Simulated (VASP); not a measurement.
# TiSi2 (Immm) in VASP: further runs

Runs on TiSi2. Level: LDA. Tasks: single point.

Everything below comes from runs of VASP 6.6.1. Logs are shortened: lines on timing, memory, paths and dates and some standing lists are left out, and cuts for length are marked.

## 1. The cell of the first run

It takes space group Immm (No. 71, orthorhombic). Conventional cell: a = 2.946 Å, b = 3.424 Å, c = 8.424 Å, α = 90.00°, β = 90.00°, γ = 90.00°. Ti (site symmetry mmm) has 10 Si at 2.67 to 2.78 Å and 4 Ti at 2.95 to 3.42 Å within 3.5 Å. Si (site symmetry mm2) has 9 Si at 2.63 to 3.42 Å and 5 Ti at 2.67 to 2.78 Å within 3.5 Å.

## 2. Single point, LDA

Contents of INCAR:

```
SYSTEM = TiSi2
PREC = Accurate ; ENCUT = 520
EDIFF = 1E-6 ; ISMEAR = -1
SIGMA = 0.15 ; LREAL = .FALSE.
LASPH = .TRUE. ; NELM = 100
ALGO = Normal ; ISIF = 2
LWAVE = .FALSE. ; LCHARG = .FALSE.
NBANDS = 17
```

Contents of KPOINTS:

```
Automatic mesh
0
G
  3 3 3
  0 0 0
```

Contents of POSCAR:

```
TiSi2
1.0
   -1.4728720000      1.7121300000      4.2120830000
    1.4728720000     -1.7121300000      4.2120830000
    1.4728720000      1.7121300000     -4.2120830000
Ti Si
1 2
Direct
    0.0000000000      0.0000000000      0.0000000000
    0.3299220000      0.3299220000      0.0000000000
    0.6700780000      0.6700780000      0.0000000000
```

Potentials or basis: VASP PAW LDA potentials, release 64 (Ti_sv, Si).

On the command line:

```sh
cat potpaw_LDA.64/Ti_sv/POTCAR potpaw_LDA.64/Si/POTCAR > POTCAR
mpirun -np 1 vasp_std > vasp.out
```

OUTCAR:

```text
SYSTEM = TiSi2
   PREC = Accurate
   ENCUT = 520
   EDIFF = 1E-6
   ISMEAR = -1
   LREAL = .FALSE.
   LASPH = .TRUE.
   NELM = 100
   ISIF = 2

 ion  position               nearest neighbor table
   1  0.000  0.000  0.000-   3 2.67   3 2.67   3 2.67   2 2.67   3 2.67   2 2.67   2 2.67   2 2.67
                             2 2.78   3 2.78
   2  0.330  0.330  0.000-   3 2.63   3 2.63   3 2.63   3 2.63   1 2.67   1 2.67   1 2.67   1 2.67
                             1 2.78   3 2.87
   3  0.670  0.670  0.000-   2 2.63   2 2.63   2 2.63   2 2.63   1 2.67   1 2.67   1 2.67   1 2.67
                             1 2.78   2 2.87

  LATTYP: Found a body centered orthorhombic cell.
 ALAT       =     2.9457440000
 B/A-ratio  =     1.1624431723
 C/A-ratio  =     2.8597753233

  Lattice vectors:

 A1 = (  -1.4728720000,   1.7121300000,   4.2120830000)
 A2 = (   1.4728720000,  -1.7121300000,   4.2120830000)
 A3 = (   1.4728720000,   1.7121300000,  -4.2120830000)

Analysis of symmetry for initial positions (statically):
=====================================================================
 Subroutine PRICEL returns:
 Original cell was already a primitive cell.

 Routine SETGRP: Setting up the symmetry group for a
 body centered orthorhombic supercell.

 Subroutine GETGRP returns: Found  8 space group operations
 (whereof  8 operations were pure point group operations)
 out of a pool of  8 trial point group operations.

The static configuration has the point symmetry D_2h.

Analysis of symmetry for dynamics (positions and initial velocities):
=====================================================================
 Subroutine PRICEL returns:
 Original cell was already a primitive cell.

 Routine SETGRP: Setting up the symmetry group for a
 body centered orthorhombic supercell.

 Subroutine GETGRP returns: Found  8 space group operations
 (whereof  8 operations were pure point group operations)
 out of a pool of  8 trial point group operations.

The dynamic configuration has the point symmetry D_2h.

 Subroutine INISYM returns: Found  8 space group operations
 (whereof  8 operations are pure point group operations),
 and found     1 'primitive' translations

----------------------------------------------------------------------------------------

                                     Primitive cell

[... 71 lines left out ...]
   LSORBIT =      F    spin-orbit coupling
   LASPH  =      T    aspherical Exc in radial PAW
   ENCUT  =  520.0 eV  38.22 Ry    6.18 a.u.   8.89  8.89  8.89*2*pi/ulx,y,z
   NELM   =    100;   NELMIN=  2; NELMDL= -5     # of ELM steps
   EDIFF  = 0.1E-05   stopping-criterion for ELM
   LREAL  =      F    real-space projection
   EDIFFG = 0.1E-04   stopping-criterion for IOM
   NSW    =      0    number of steps for IOM
   IBRION =     -1    ionic relax: 0-MD 1-quasi-New 2-CG
   NFREE  =      0    steps in history (QN), initial steepest desc. (CG)
   ISIF   =      2    stress and relaxation
   ISYM   =      2    0-nonsym 1-usesym 2-fastsym
   POTIM  = 0.5000    time-step for ionic-motion
   TEBEG  =    0.0;   TEEND  =   0.0 temperature during run
   PSTRESS=    0.0 pullay stress
   NELECT =      20.0000    total number of electrons
   NUPDOWN=      -1.0000    fix difference up-down
   EMIN   =  10.00;   EMAX   =-10.00  energy-range for DOS
   EFERMI =   0.00;   METHOD = LEGACY
   ISMEAR =    -1;   SIGMA  =   0.15  broadening in eV -4-tet -1-fermi 0-gaus
   EFERMI_NEDOS =   21; number of points for ismear=-14 and -15
   IALGO  =     38    algorithm
   IMIX   =      4    mixing-type and parameters
     AMIX     =   0.40;   BMIX     =  1.00
     AMIX_MAG =   1.60;   BMIX_MAG =  1.00
  volume/ion in A,a.u.               =      14.16        95.57
  Fermi-wavevector in a.u.,A,eV,Ry     =   1.273499  2.406564 22.065925  1.621800
  Thomas-Fermi vector in A             =   2.406319
   LORBIT       =      0    0 simple, 1 ext, 2 COOP (PROOUT), +10 PAW based schemes
   GGA     = CA    functional components
   LHFCALC =     F    Hartree Fock is set to
   AEXX    =    0.0000 exact exchange contribution
   IVDW    =     0    specifies the selected vdW correction
   LEPSILON=     F    determine dielectric tensor
   LRPA    =     F    only Hartree local field effects (RPA)
 non-spin polarized calculation
  energy-cutoff  :      520.00
  volume of cell :       42.49
 maximum number of plane-waves:      1170
   NGX = 17   NGY = 17   NGZ = 17

 number of electron      19.9999998 magnetization

 Free energy of the ion-electron system (eV)
  ---------------------------------------------------
  ext. energy  EPLUGINS =         0.00000000
  ---------------------------------------------------
  free energy    TOTEN  =       -22.05122366 eV

  energy without entropy =      -21.92209722  energy(sigma->0) =      -21.98666044

 E-fermi :   9.7462     XC(G=0): -11.8458

 val. band max:        9.6318401242   @ k =  -0.3333   0.3333   0.3333
 cond. band min:      10.0136593204   @ k =   0.0000   0.3333   0.0000
 fundamental gap:      0.3818191962
 Fermi energy:         9.7462132535

 k-point     1 :       0.0000    0.0000    0.0000
  band No.  band energies     occupation
      1     -45.6541      2.00000
      2     -22.3516      2.00000
      3     -22.3504      2.00000
      4     -22.1215      2.00000
      5      -2.6045      2.00000
      6       5.2003      2.00000
[... 137 lines left out ...]
      4     -22.1218      2.00000
      5      -1.8662      2.00000
      6       1.8971      2.00000
[... 9 lines left out ...]
     16      16.6083      0.00000
     17      16.8056      0.00000

------------------------ aborting loop because EDIFF is reached ----------------------------------------

  FORCE on cell =-STRESS in cart. coord.  units (eV):
  Direction    XX          YY          ZZ          XY          YZ          ZX
  --------------------------------------------------------------------------------------
  -------------------------------------------------------------------------------------
  Total       -2.7213418     -1.6027974     -0.9788290      0.0000000      0.0000000      0.0000000
  in kB     -102.6207129    -60.4408506    -36.9112486      0.0000000      0.0000000      0.0000000
  external PRESSURE =     -66.6576040 kB  Pullay stress =       0.0000000 kB

 VOLUME and BASIS-vectors are now :
 -----------------------------------------------------------------------------
  energy-cutoff  :      520.00
  volume of cell :       42.49
      direct lattice vectors                 reciprocal lattice vectors
    -1.472872000  1.712130000  4.212083000     0.000000000  0.292033899  0.118706113
     1.472872000 -1.712130000  4.212083000     0.339472812  0.000000000  0.118706113
     1.472872000  1.712130000 -4.212083000     0.339472812  0.292033899  0.000000000

 POSITION                                       TOTAL-FORCE (eV/Angst)
 -----------------------------------------------------------------------------------
      0.00000      0.00000      0.00000        -0.000000     -0.000000     -0.000000
      0.00000      0.00000      2.77932        -0.000000      0.000000      0.196690
      0.00000      0.00000      5.64485         0.000000      0.000000     -0.196690
 -----------------------------------------------------------------------------------
    total drift:                               -0.000000      0.000000     -0.000000

  FREE ENERGIE OF THE ION-ELECTRON SYSTEM (eV)
  ---------------------------------------------------
  free  energy   TOTEN  =       -22.0512236616 eV

  energy  without entropy=      -21.9220972240  energy(sigma->0) =      -21.98666044
```

OSZICAR:

```text
N       E                     dE             d eps       ncg     rms          rms(c)
DAV:   1     0.132562919671E+03    0.13256E+03   -0.95090E+03   272   0.120E+03
DAV:   2    -0.151592896411E+02   -0.14772E+03   -0.14400E+03   297   0.316E+02
DAV:   3    -0.236623678707E+02   -0.85031E+01   -0.83722E+01   376   0.702E+01
DAV:   4    -0.238605844380E+02   -0.19822E+00   -0.19721E+00   382   0.100E+01
DAV:   5    -0.238672931915E+02   -0.67088E-02   -0.67057E-02   406   0.173E+00    0.122E+01
DAV:   6    -0.225759337441E+02    0.12914E+01   -0.16506E+01   353   0.341E+01    0.542E+00
DAV:   7    -0.221100448631E+02    0.46589E+00   -0.42308E+00   338   0.164E+01    0.356E+00
DAV:   8    -0.220684104206E+02    0.41634E-01   -0.57526E-01   341   0.636E+00    0.113E+00
DAV:   9    -0.220525671906E+02    0.15843E-01   -0.17386E-01   323   0.382E+00    0.433E-01
DAV:  10    -0.220512961541E+02    0.12710E-02   -0.70975E-03   343   0.603E-01    0.165E-01
DAV:  11    -0.220512910893E+02    0.50647E-05   -0.29136E-03   372   0.408E-01    0.122E-01
DAV:  12    -0.220512253497E+02    0.65740E-04   -0.52648E-04   341   0.228E-01    0.169E-02
DAV:  13    -0.220512242728E+02    0.10769E-05   -0.12309E-05   349   0.316E-02    0.155E-02
DAV:  14    -0.220512236616E+02    0.61118E-06   -0.20245E-06   292   0.126E-02
   1 F= -.22051224E+02 E0= -.21986660E+02  d E =-.129126E+00
```

Wall time 29 s (1 thread of AMD EPYC 7R13, shared host); peak memory 0.13 GiB.

Results:

- Free energy: -22.0512 eV
- Pressure: -6.7 GPa
- Largest force: 0.197 eV/Å
- Band gap on the k mesh: zero (band 10 reaches 11.03 eV, above the bottom of band 11 at 9.43 eV)

Forces on the atoms (eV/Å):
```
Ti   0.000  0.000  0.000
Si   0.000  0.000  0.197
Si   0.000  0.000 -0.197
```

Caveat: the k points lie up to 0.94 Å⁻¹ apart.

## 3. Single point, LDA

Contents of INCAR:

```
ALGO = Normal ; EDIFF = 1E-7
ENCUT = 520 ; GGA = CA
ISIF = 2 ; ISMEAR = -1
LASPH = T ; LCHARG = F
LREAL = F ; LWAVE = F
NBANDS = 17 ; NELM = 80
PREC = Accurate ; SIGMA = 0.15
```

Contents of KPOINTS:

```
k-points
0
Gamma
  5 5 5
```

POSCAR is that of step 2.

Potentials or basis: VASP PAW LDA potentials, release 64 (Ti_sv, Si).

On the command line:

```sh
cat potpaw_LDA.64/Ti_sv/POTCAR potpaw_LDA.64/Si/POTCAR > POTCAR
mpirun -np 1 vasp_std > vasp.out
```

Wall time 85 s (1 thread of AMD EPYC 7R13, shared host); peak memory 0.14 GiB.

The run converged. Its results:

| Quantity | Value |
| --- | --- |
| Free energy | -21.9830 eV |
| Pressure | -6.1 GPa |
| Largest force | 0.016 eV/Å |
| Band gap on the k mesh | zero (band 10 reaches 11.18 eV, above the bottom of band 11 at 9.18 eV) |

Forces on the atoms (eV/Å):
```
Ti   0.000  0.000  0.000
Si   0.000  0.000  0.016
Si   0.000  0.000 -0.016
```

Stress tensor (GPa, compression positive):
```
-3.12  0.00  0.00
 0.00 -7.50  0.00
 0.00  0.00 -7.73
```

Levels at points of the mesh, in eV from the Fermi level:
| k point | band 7 | band 8 | band 9 | band 10 | band 11 | band 12 | band 13 | band 14 |
| --- | --- | --- | --- | --- | --- | --- | --- | --- |
| (0.00, 0.00, 0.00) | -4.09 | -2.11 | -0.62 | 0.75 | 2.10 | 2.37 | 3.18 | 3.75 |

Caveat: the k points lie up to 0.56 Å⁻¹ apart.

## 4. Single point, LDA

Contents of INCAR:

```
SYSTEM = TiSi2
  ALGO = Normal
  EDIFF = 1E-6
  ENCUT = 520
  ISIF = 2
  ISMEAR = -1
  LASPH = .True.
  LCHARG = .False.
  LREAL = .False.
  LWAVE = .False.
  NBANDS = 17
  NELM = 80
  PREC = Accurate
  SIGMA = 0.15
```

Contents of KPOINTS:

```
k-points
0
Gamma
  6 6 6
  0 0 0
```

POSCAR is that of step 3.

On the command line:

```sh
cat potpaw_LDA.64/Ti_sv/POTCAR potpaw_LDA.64/Si/POTCAR > POTCAR
mpirun -np 1 vasp_std > vasp.out
```

Run time: 2.2 min. Hardware: 1 thread of AMD EPYC 7R13, shared host; peak memory 0.15 GiB.

It converged, with:

- Free energy: -21.9642 eV
- Pressure: -6.1 GPa
- Largest force: 0.033 eV/Å
- Band gap on the k mesh: zero (band 10 reaches 11.14 eV, above the bottom of band 11 at 9.10 eV)

Forces on the atoms (eV/Å):
```
Ti   0.000  0.000  0.000
Si   0.000  0.000 -0.033
Si   0.000  0.000  0.033
```

Stress tensor (GPa, compression positive):
```
-3.10  0.00  0.00
 0.00 -7.22  0.00
 0.00  0.00 -7.89
```

Levels at points of the mesh, in eV from the Fermi level:
```csv
k point,band 7,band 8,band 9,band 10,band 11,band 12,band 13,band 14
"(0.00, 0.00, 0.00)",-4.08,-2.09,-0.62,0.77,2.12,2.37,3.19,3.77
"(0.50, 0.00, 0.00)",-4.22,-3.69,-0.67,0.94,2.02,2.54,3.50,4.08
"(0.00, 0.50, 0.00)",-3.51,-3.34,-0.93,-0.43,0.97,2.84,3.35,4.03
"(0.50, 0.50, 0.00)",-4.93,-4.62,-2.82,-1.28,-0.55,2.76,2.87,3.12
"(0.50, 0.50, 0.50)",-1.23,-1.22,-0.32,0.45,1.95,2.42,2.50,3.69
```

Caveat: the k points lie up to 0.47 Å⁻¹ apart.

## 5. Single point, LDA

Contents of INCAR:

```
  PREC = Accurate
  ENCUT = 520
  EDIFF = 1E-7
  ISMEAR = -1
  SIGMA = 0.15
  LREAL = False
  LASPH = True
  NELM = 80
  ALGO = Normal
  ISIF = 2
  LWAVE = False
  LCHARG = False
  GGA = CA
  NBANDS = 17
```

Contents of KPOINTS:

```
Automatic mesh
0
Gamma
  8 8 8
```

POSCAR is that of step 4.

On the command line:

```sh
cat potpaw_LDA.64/Ti_sv/POTCAR potpaw_LDA.64/Si/POTCAR > POTCAR
mpirun -np 1 vasp_std > vasp.out
```

Wall time 4.8 min (1 thread of AMD EPYC 7R13, shared host); peak memory 0.18 GiB.

The run converged. Its results:

| Property | Result |
| --- | --- |
| Free energy | -21.9525 eV |
| Pressure | -6.1 GPa |
| Largest force | 0.074 eV/Å |
| Band gap on the k mesh | zero (band 10 reaches 11.19 eV, above the bottom of band 11 at 8.82 eV) |

Forces on the atoms (eV/Å):
```
Ti   0.000  0.000  0.000
Si   0.000  0.000  0.074
Si   0.000  0.000 -0.074
```

Stress tensor (GPa, compression positive):
```
-4.18  0.00  0.00
 0.00 -6.86  0.00
 0.00  0.00 -7.39
```

Levels at points of the mesh, in eV from the Fermi level:
```
           k point  band 8  band 9  band 10  band 11  band 12  band 13
(0.00, 0.00, 0.00)   -2.16   -0.65     0.71     2.05     2.34     3.14
(0.50, 0.00, 0.00)   -3.74   -0.71     0.90     1.99     2.51     3.46
(0.00, 0.50, 0.00)   -3.38   -0.97    -0.47     0.93     2.77     3.31
(0.50, 0.50, 0.00)   -4.69   -2.88    -1.33    -0.60     2.71     2.84
(0.50, 0.50, 0.50)   -1.27   -0.37     0.41     1.91     2.39     2.44
```

[end of part 1 of 2]
